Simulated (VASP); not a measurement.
Set up this calculation in VASP 6.6.1, as the native input.

```yaml
Task: single point
Functional: PBE
Potentials_or_basis: VASP PAW PBE potentials, release 64 (Zr_sv, Sn_d, Se)
Cutoff: 520 eV
k_mesh: 4 × 4 × 4
Occupations: gaussian, width 0.1 eV
Spin: no spin polarisation
Dipole_correction: no
Further_INCAR_settings: ALGO = Normal; EDIFF = 1e-07; NBANDS = 36
```

The structure of Zr3SnSe lies in POSCAR:

```
Zr3SnSe
1.0
    2.6999086966     -4.9972798702      0.0000000000
    2.6999086966      4.9972798702      0.0000000000
    0.0000000000      0.0000000000      5.5519496848
Zr Sn Se
3 1 1
Direct
    0.5000000000      0.5000000000      0.5000000000
    0.5000000000      0.0000000000      0.0000000000
    0.0000000000      0.5000000000      0.0000000000
    0.5000000000      0.5000000000      0.0000000000
    0.0000000000      0.0000000000      0.5000000000
```

The cell was built from a structure type or drawn by symmetry, and may not be a known phase.

These files were run (other wordings do the same):

INCAR

```
SYSTEM = Zr3SnSe
PREC     = Accurate       ! precision mode
ENCUT    = 520            ! plane-wave cutoff, eV
EDIFF    = 1E-7           ! SCF threshold, eV
ISMEAR   = 0              ! smearing method
SIGMA    = 0.1            ! smearing width, eV
LREAL    = .FALSE.        ! projectors in reciprocal space
LASPH    = .TRUE.         ! aspherical terms in the spheres
NELM     = 80             ! most SCF steps
ALGO     = Normal         ! electronic algorithm
ISIF     = 2              ! what is computed and relaxed
LWAVE    = .FALSE.        ! write WAVECAR
LCHARG   = .TRUE.         ! write CHGCAR
GGA      = PE             ! functional
LELF     = .TRUE.         ! ELF
LVHAR    = .TRUE.       
NBANDS   = 36             ! bands
```

KPOINTS

```
regular mesh
0
G
  4 4 4
  0 0 0
```

Potentials or basis: VASP PAW PBE potentials, release 64 (Zr_sv, Sn_d, Se).

Command:

```sh
$ cat potpaw_PBE.64/Zr_sv/POTCAR potpaw_PBE.64/Sn_d/POTCAR potpaw_PBE.64/Se/POTCAR > POTCAR
$ mpirun -np 1 vasp_std > vasp.out
```

Results of the run:

```yaml
Pressure: 0.0 GPa
Band_gap_on_the_k_mesh: zero (bands 28 and 29 overlap by 1.00 eV)
```

Caveat: spin-orbit coupling is left out, which moves the levels of the heavy elements.

Wall time 2.5 min on 1 thread of Intel(R) Xeon(R) 6975P-C (Granite Rapids), on a shared host, peak memory 0.31 GiB.
